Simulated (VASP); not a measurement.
Sc, 2 atoms in the cell. Symmetry: Im-3m, No. 229, cubic system. Conventional cell: a = 3.680 Å, b = 3.680 Å, c = 3.680 Å, α = 90.00°, β = 90.00°, γ = 90.00°. Within 4.2 Å of Sc (site symmetry m-3m) lie 14 Sc at 3.19 to 3.68 Å. This isn't the form of Sc at room conditions, which is hcp.

| Property | Result |
| --- | --- |
| Program | VASP 6.6.1 |
| Task | relaxation of cell and atoms |
| Functional | r2SCAN |
| Potentials or basis | VASP PAW PBE potentials, release 64 (Sc_sv) |
| Cutoff | 600 eV |
| k mesh | 7 × 7 × 7 |
| Occupations | gaussian, width 0.05 eV |
| Spin | no spin polarisation |
| Dipole correction | no |
| Further INCAR settings | ALGO = Normal; EDIFF = 1e-06; IBRION = 2; EDIFFG = -0.03; NSW = 80; ISIF = 3 |

Potentials or basis: VASP PAW PBE potentials, release 64 (Sc_sv).

Launch:

```bash
$ cat potpaw_PBE.64/Sc_sv/POTCAR > POTCAR
$ cp INCAR.step1 INCAR
$ mpirun -np 1 vasp_std > vasp.out
$ cp INCAR.step2 INCAR
$ mpirun -np 1 vasp_std > vasp.out
```

Hardware: 1 thread of Intel Xeon 8259CL (shared host).

Task: Estimate the wall time of this run.

Result: It took 69 s on 1 thread of Intel Xeon 8259CL, with other jobs on the host, peak memory 0.18 GiB. Counts: k points 20, ion steps 2.
